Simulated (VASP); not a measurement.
Runs of VASP 6.6.1 on ZrB. The structure is that of space group Fmmm (No. 69), or close to it. The cells are those of the table. 

```csv
cell,gap on the mesh (eV),pressure (GPa)
"a = 3.543, b = 3.582, c = 3.456 Å, angles 60.4, 61.5, 58.0°, 2 atoms",none,(b)
"a = 3.609, b = 3.685, c = 3.497 Å, angles 60.3, 62.5, 57.3°, 2 atoms",none,-17.8
"a = 3.609, b = 3.498, c = 3.298 Å, angles 64.1, 60.7, 55.3°, 2 atoms",none,(a)
"a = 3.354, b = 3.478, c = 3.537 Å, angles 57.1, 60.5, 62.3°, 2 atoms",none,-2.5
"a = 3.609, b = 3.534, c = 3.337 Å, angles 63.3, 61.0, 55.7°, 2 atoms",none,-4.2
```

Alike in all rows: task single point; level LDA; potentials or basis VASP PAW LDA potentials, release 64 (Zr_sv, B); no spin polarisation; k mesh 16 × 16 × 16; cutoff (eV) 520; smearing gaussian 0.15 eV.

Q: Estimate the missing entries.

A: (a) 0.5; (b) -12.6.

Caveats: the cell stands under tension (at least some runs).

A k mesh can miss the band edges, and the runs leave out spin-orbit coupling on Zr.

A gap of «none» marks levels without a gap at the run's occupations.
